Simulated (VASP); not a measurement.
Wanted: the native input for a VASP 6.6.1 run.

```yaml
Task: relaxation of cell and atoms
Functional: LDA
Potentials_or_basis: VASP PAW LDA potentials, release 64 (C)
Cutoff: 600 eV
k_mesh: 24 × 24 × 14
Occupations: gaussian, width 0.1 eV
Spin: no spin polarisation
Target_pressure: 10 GPa
Dipole_correction: no
Further_INCAR_settings: ALGO = Normal; EDIFF = 1e-06; IBRION = 2; EDIFFG = -0.008; NSW = 70; ISIF = 3
```

The structure of C lies in POSCAR:

```
C
1.0
    2.3718993866      0.0000000000      0.0000000000
   -1.1859496933      2.0541251240      0.0000000000
    0.0000000000      0.0000000000      3.1384666739
C
2
Direct
    0.3333333333      0.6666666667      0.0000000000
    0.6666666667      0.3333333333      0.0000000000
```

The input as run:

INCAR

```
SYSTEM = C
  ALGO = Normal
  EDIFF = 1E-6
  EDIFFG = -0.008
  ENCUT = 600
  IBRION = 2
  ISIF = 3
  ISMEAR = 0
  LASPH = .TRUE.
  LCHARG = .FALSE.
  LREAL = .FALSE.
  LWAVE = .FALSE.
  NELM = 60
  NSW = 70
  PREC = Accurate
  PSTRESS = 100.0
  SIGMA = 0.1
```

KPOINTS

```
k-points
0
G
  24 24 14
  0 0 0
```

Potentials or basis: VASP PAW LDA potentials, release 64 (C).

Run with:

```sh
$ cat potpaw_LDA.64/C/POTCAR > POTCAR
$ mpirun -np 1 vasp_std > vasp.out
```

Results of the run:

- Relaxed volume: 7.82 Å³/atom
- Relaxed cell: a = 2.427 Å, b = 2.427 Å, c = 3.064 Å, α = 90.00°, β = 90.00°, γ = 120.00°
- Space group after relaxing (to 0.1 Å): P6/mmm (No. 191)
- Energy change on relaxing (the run minimises the enthalpy): -53.1 meV/atom
- Ionic steps: 11
- Pressure after relaxing: 10.0 GPa
- Band gap on the k mesh: zero (bands 4 and 5 overlap by 2.27 eV)

Caveat: the cell is relaxed towards a set pressure, so the run minimises the enthalpy, not the energy.

Wall time 4.1 min on 1 thread of Intel(R) Xeon(R) Platinum 8259CL CPU @ 2.50GHz (Skylake/Cascade Lake), with other jobs on the host, peak memory 0.16 GiB.
